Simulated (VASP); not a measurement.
# YIn (P4/mmm) in VASP: single point with LDA

Aim: the single point of YIn with LDA.

Program: VASP 6.6.1. These are calculated values, not measurements. Logs are shortened: lines on timing, memory, paths and dates and some standing lists are left out, and cuts for length are marked.

## (1) The cell of the first run

It takes space group P4/mmm (No. 123, tetragonal). Conventional cell: a = 3.542 Å, b = 3.542 Å, c = 4.195 Å, α = 90.00°, β = 90.00°, γ = 90.00°. Within 4.3 Å of Y (site symmetry 4/mmm) lie 8 In at 3.27 Å and 6 Y at 3.54 to 4.19 Å. In (site symmetry 4/mmm) has 8 Y at 3.27 Å and 6 In at 3.54 to 4.19 Å within 4.3 Å.

## (2) Single point, LDA

The input, INCAR:

```
  PREC = Accurate
  ENCUT = 520
  EDIFF = 1E-6
  ISMEAR = 1
  SIGMA = 0.1
  LREAL = False
  LASPH = True
  NELM = 80
  ALGO = Normal
  ISIF = 2
  LWAVE = False
  LCHARG = False
  NBANDS = 19
```

The input, KPOINTS:

```
Automatic mesh
0
Gamma
  6 6 5
```

The input, POSCAR:

```
YIn
1.0
    3.5424400000      0.0000000000      0.0000000000
    0.0000000000      3.5424400000      0.0000000000
    0.0000000000      0.0000000000      4.1949600000
Y In
1 1
Direct
    0.0000000000      0.0000000000      0.0000000000
    0.5000000000      0.5000000000      0.5000000000
```

Potentials or basis: VASP PAW LDA potentials, release 64 (Y_sv, In_d).

Run with:

```
$ cat potpaw_LDA.64/Y_sv/POTCAR potpaw_LDA.64/In_d/POTCAR > POTCAR
$ mpirun -np 1 vasp_std > vasp.out
```

OUTCAR:

```text
PREC = Accurate
   ENCUT = 520
   EDIFF = 1E-6
   ISMEAR = 1
   LREAL = False
   LASPH = True
   NELM = 80
   ISIF = 2

 ion  position               nearest neighbor table
   1  0.000  0.000  0.000-   2 3.27   2 3.27   2 3.27   2 3.27   2 3.27   2 3.27   2 3.27   2 3.27

   2  0.500  0.500  0.500-   1 3.27   1 3.27   1 3.27   1 3.27   1 3.27   1 3.27   1 3.27   1 3.27

  LATTYP: Found a simple tetragonal cell.
 ALAT       =     3.5424400000
 C/A-ratio  =     1.1842007204

  Lattice vectors:

 A1 = (   3.5424400000,   0.0000000000,   0.0000000000)
 A2 = (   0.0000000000,   3.5424400000,   0.0000000000)
 A3 = (   0.0000000000,   0.0000000000,   4.1949600000)

Analysis of symmetry for initial positions (statically):
=====================================================================
 Subroutine PRICEL returns:
 Original cell was already a primitive cell.

 Routine SETGRP: Setting up the symmetry group for a
 simple tetragonal supercell.

 Subroutine GETGRP returns: Found 16 space group operations
 (whereof 16 operations were pure point group operations)
 out of a pool of 16 trial point group operations.

The static configuration has the point symmetry D_4h.

Analysis of symmetry for dynamics (positions and initial velocities):
=====================================================================
 Subroutine PRICEL returns:
 Original cell was already a primitive cell.

 Routine SETGRP: Setting up the symmetry group for a
 simple tetragonal supercell.

 Subroutine GETGRP returns: Found 16 space group operations
 (whereof 16 operations were pure point group operations)
 out of a pool of 16 trial point group operations.

The dynamic configuration has the point symmetry D_4h.

 Subroutine INISYM returns: Found 16 space group operations
 (whereof 16 operations are pure point group operations),
 and found     1 'primitive' translations

----------------------------------------------------------------------------------------

                                     Primitive cell

  volume of cell :      52.6421

  direct lattice vectors                    reciprocal lattice vectors
     3.542440000  0.000000000  0.000000000     0.282291302  0.000000000  0.000000000
     0.000000000  3.542440000  0.000000000     0.000000000  0.282291302  0.000000000
     0.000000000  0.000000000  4.194960000     0.000000000  0.000000000  0.238381296

  length of vectors
     3.542440000  3.542440000  4.194960000     0.282291302  0.282291302  0.238381296

  position of ions in fractional coordinates (direct lattice)
     0.000000000  0.000000000  0.000000000
     0.500000000  0.500000000  0.500000000

  ion indices of the primitive-cell ions
   primitive index   ion index
                 1           1
                 2           2

----------------------------------------------------------------------------------------

 KPOINTS: Automatic mesh

Automatic generation of k-mesh.
 Grid dimensions read from file:
 generate k-points for:    6    6    5

 Generating k-lattice:

  Cartesian coordinates                     Fractional coordinates (reciprocal lattice)
     0.047048550  0.000000000  0.000000000     0.166666667  0.000000000  0.000000000
     0.000000000  0.047048550  0.000000000     0.000000000  0.166666667  0.000000000
     0.000000000  0.000000000  0.047676259     0.000000000  0.000000000  0.200000000

  Length of vectors
     0.047048550  0.047048550  0.047676259

  Shift w.r.t. Gamma in fractional coordinates (k-lattice)
     0.000000000  0.000000000  0.000000000

 Subroutine IBZKPT returns following result:
 ===========================================

 Found     30 irreducible k-points:

 Following reciprocal coordinates:
            Coordinates               Weight
  0.000000  0.000000  0.000000      1.000000
  0.166667  0.000000  0.000000      4.000000
  0.333333  0.000000  0.000000      4.000000
  0.500000  0.000000  0.000000      2.000000
  0.166667  0.166667  0.000000      4.000000
  0.333333  0.166667  0.000000      8.000000
[... 16 lines left out ...]
  0.333333  0.000000  0.400000      8.000000
  0.500000  0.000000  0.400000      4.000000
 [... further k-points ...]
   k-points           NKPTS =     30   k-points in BZ     NKDIM =     30   number of bands    NBANDS=     19
   number of dos      NEDOS =    301   number of ions     NIONS =      2
   total plane-waves  NPLWV =  25088
   dimension x,y,z NGX =    28 NGY =   28 NGZ =   32
   dimension x,y,z NGXF=    56 NGYF=   56 NGZF=   64
   ions per type =               1   1
   NGX,Y,Z   is equivalent  to a cutoff of  13.14, 13.14, 12.68 a.u.
   NGXF,Y,Z  is equivalent  to a cutoff of  26.28, 26.28, 25.36 a.u.
 SYSTEM =  unknown system
   PREC   = accura    normal or accurate (medium, high low for compatibility)
   ISTART =      0    job   : 0-new  1-cont  2-samecut
   ICHARG =      2    charge: 1-file 2-atom 10-const
   ISPIN  =      1    spin polarized calculation?
   LNONCOLLINEAR =      F non collinear calculations
   LSORBIT =      F    spin-orbit coupling
   LASPH  =      T    aspherical Exc in radial PAW
   ENCUT  =  520.0 eV  38.22 Ry    6.18 a.u.   6.59  6.59  7.80*2*pi/ulx,y,z
   NELM   =     80;   NELMIN=  2; NELMDL= -5     # of ELM steps
   EDIFF  = 0.1E-05   stopping-criterion for ELM
   LREAL  =      F    real-space projection
   EDIFFG = 0.1E-04   stopping-criterion for IOM
   NSW    =      0    number of steps for IOM
   IBRION =     -1    ionic relax: 0-MD 1-quasi-New 2-CG
   NFREE  =      0    steps in history (QN), initial steepest desc. (CG)
   ISIF   =      2    stress and relaxation
   ISYM   =      2    0-nonsym 1-usesym 2-fastsym
   POTIM  = 0.5000    time-step for ionic-motion
   TEBEG  =    0.0;   TEEND  =   0.0 temperature during run
   PSTRESS=    0.0 pullay stress
   NELECT =      24.0000    total number of electrons
   NUPDOWN=      -1.0000    fix difference up-down
   EMIN   =  10.00;   EMAX   =-10.00  energy-range for DOS
   EFERMI =   0.00;   METHOD = LEGACY
   ISMEAR =     1;   SIGMA  =   0.10  broadening in eV -4-tet -1-fermi 0-gaus
   EFERMI_NEDOS =   21; number of points for ismear=-14 and -15
   IALGO  =     38    algorithm
   IMIX   =      4    mixing-type and parameters
     AMIX     =   0.40;   BMIX     =  1.00
     AMIX_MAG =   1.60;   BMIX_MAG =  1.00
  volume/ion in A,a.u.               =      26.32       177.62
  Fermi-wavevector in a.u.,A,eV,Ry     =   1.259992  2.381039 21.600320  1.587579
  Thomas-Fermi vector in A             =   2.393524
   LORBIT       =      0    0 simple, 1 ext, 2 COOP (PROOUT), +10 PAW based schemes
   GGA     = CA    functional components
   LHFCALC =     F    Hartree Fock is set to
   AEXX    =    0.0000 exact exchange contribution
   IVDW    =     0    specifies the selected vdW correction
   LEPSILON=     F    determine dielectric tensor
   LRPA    =     F    only Hartree local field effects (RPA)
 non-spin polarized calculation
 Methfessel and Paxton  Order N= 1 SIGMA  =   0.10
  energy-cutoff  :      520.00
  volume of cell :       52.64
 maximum number of plane-waves:      1436
 NGX is ok and might be reduce to    28
   NGX = 13   NGY = 13   NGZ = 15

 number of electron      24.0000004 magnetization

 Free energy of the ion-electron system (eV)
  ---------------------------------------------------
  ext. energy  EPLUGINS =         0.00000000
  ---------------------------------------------------
  free energy    TOTEN  =       -11.28141944 eV

  energy without entropy =      -11.27867902  energy(sigma->0) =      -11.28050597

 E-fermi :   5.8021     XC(G=0): -10.5376

 val. band max:        5.7756201523   @ k =   0.1667   0.1667   0.4000
 cond. band min:       5.8037521379   @ k =   0.3333   0.0000   0.0000
 fundamental gap:      0.0281319856
 Fermi energy:         5.8020532283

 k-point     1 :       0.0000    0.0000    0.0000
  band No.  band energies     occupation
      1     -36.8468      2.00000
      2     -17.0010      2.00000
      3     -16.7997      2.00000
      4     -16.7997      2.00000
      5      -8.6326      2.00000
      6      -8.5378      2.00000
[... 11 lines left out ...]
     18       9.9758      0.00000
     19      12.1950      0.00000

 k-point     2 :       0.1667    0.0000    0.0000
  band No.  band energies     occupation
      1     -36.8401      2.00000
      2     -16.9925      2.00000
      3     -16.8945      2.00000
      4     -16.7922      2.00000
      5      -8.6003      2.00000
      6      -8.5132      2.00000
[... 11 lines left out ...]
     18      11.4101      0.00000
     19      13.1187      0.00000

 k-point     3 :       0.3333    0.0000    0.0000
  band No.  band energies     occupation
      1     -36.8267      2.00000
      2     -17.0784      2.00000
      3     -16.9754      2.00000
      4     -16.7771      2.00000
      5      -8.5664      2.00000
      6      -8.5025      2.00000
[... 11 lines left out ...]
     18      12.7095      0.00000
     19      13.1122      0.00000

 k-point     4 :       0.5000    0.0000    0.0000
  band No.  band energies     occupation
      1     -36.8200      2.00000
      2     -17.1677      2.00000
      3     -16.9668      2.00000
      4     -16.7695      2.00000
      5      -8.5570      2.00000
      6      -8.5144      2.00000
[... 11 lines left out ...]
     18      12.9824      0.00000
     19      14.2515      0.00000

 k-point     5 :       0.1667    0.1667    0.0000
  band No.  band energies     occupation
      1     -36.8335      2.00000
      2     -16.9833      2.00000
      3     -16.8911      2.00000
      4     -16.8792      2.00000
      5      -8.5559      2.00000
      6      -8.5020      2.00000
[... 11 lines left out ...]
     18      10.9679      0.00000
     19      13.9650      0.00000
[... 334 lines left out ...]
      2     -17.0813      2.00000
      3     -16.7981      2.00000
      4     -16.7981      2.00000
      5      -8.6265      2.00000
      6      -8.4855      2.00000
[... 11 lines left out ...]
     18      13.8339      0.00000
     19      13.8358      0.00000

 k-point    22 :       0.1667    0.0000    0.4000
  band No.  band energies     occupation
      1     -36.8373      2.00000
      2     -17.0676      2.00000
      3     -16.8888      2.00000
      4     -16.7892      2.00000
      5      -8.5947      2.00000
      6      -8.4865      2.00000
[... 11 lines left out ...]
     18      13.5571      0.00000
     19      13.8499      0.00000

 k-point    23 :       0.3333    0.0000    0.4000
  band No.  band energies     occupation
      1     -36.8241      2.00000
      2     -17.0656      2.00000
      3     -17.0398      2.00000
      4     -16.7714      2.00000
      5      -8.5549      2.00000
      6      -8.5388      2.00000
[... 11 lines left out ...]
     18      12.0656      0.00000
     19      13.0688      0.00000

 k-point    24 :       0.5000    0.0000    0.4000
  band No.  band energies     occupation
      1     -36.8175      2.00000
      2     -17.1512      2.00000
      3     -17.0261      2.00000
      4     -16.7624      2.00000
      5      -8.5641      2.00000
      6      -8.5436      2.00000
[... 11 lines left out ...]
     18      11.9668      0.00000
     19      12.4399      0.00000

 [... further k-points ...]
[... 5 lines left out ...]
  --------------------------------------------------------------------------------------
  -------------------------------------------------------------------------------------
  Total       -1.6666228     -1.6666228     -1.0436995      0.0000000      0.0000000      0.0000000
  in kB      -50.7241840    -50.7241840    -31.7653200      0.0000000      0.0000000      0.0000000
  external PRESSURE =     -44.4045627 kB  Pullay stress =       0.0000000 kB

 VOLUME and BASIS-vectors are now :
 -----------------------------------------------------------------------------
  energy-cutoff  :      520.00
  volume of cell :       52.64
      direct lattice vectors                 reciprocal lattice vectors
     3.542440000  0.000000000  0.000000000     0.282291302  0.000000000  0.000000000
     0.000000000  3.542440000  0.000000000     0.000000000  0.282291302  0.000000000
     0.000000000  0.000000000  4.194960000     0.000000000  0.000000000  0.238381296

 POSITION                                       TOTAL-FORCE (eV/Angst)
 -----------------------------------------------------------------------------------
      0.00000      0.00000      0.00000         0.000000      0.000000      0.000000
      1.77122      1.77122      2.09748         0.000000      0.000000      0.000000
 -----------------------------------------------------------------------------------
    total drift:                                0.000000      0.000000      0.000000

  FREE ENERGIE OF THE ION-ELECTRON SYSTEM (eV)
  ---------------------------------------------------
  free  energy   TOTEN  =       -11.2814194415 eV

  energy  without entropy=      -11.2786790203  energy(sigma->0) =      -11.28050597
```

It took 10 s on 1 thread of Intel Xeon 6975P-C (Granite Rapids), shared host; peak memory 0.18 GiB.

What came out:

| Item | Value |
| --- | --- |
| Free energy | -11.2814 eV |
| Pressure | -4.4 GPa |
| Band gap on the k mesh | zero (band 12 reaches 5.82 eV, above the bottom of band 13 at 4.33 eV) |

Levels at points of the mesh, in eV from the Fermi level:
| k point | band 10 | band 11 | band 12 | band 13 | band 14 | band 15 |
| --- | --- | --- | --- | --- | --- | --- |
| (0.00, 0.00, 0.00) | -8.10 | -0.58 | -0.26 | 1.16 | 3.34 | 3.34 |
| (0.50, 0.00, 0.00) | -5.36 | -3.97 | -0.63 | 0.20 | 1.49 | 3.48 |
| (0.50, 0.50, 0.00) | -4.54 | -1.08 | -1.08 | 0.17 | 1.41 | 1.41 |

Caveat: spin-orbit coupling is left out, which moves the levels of the heavy elements.
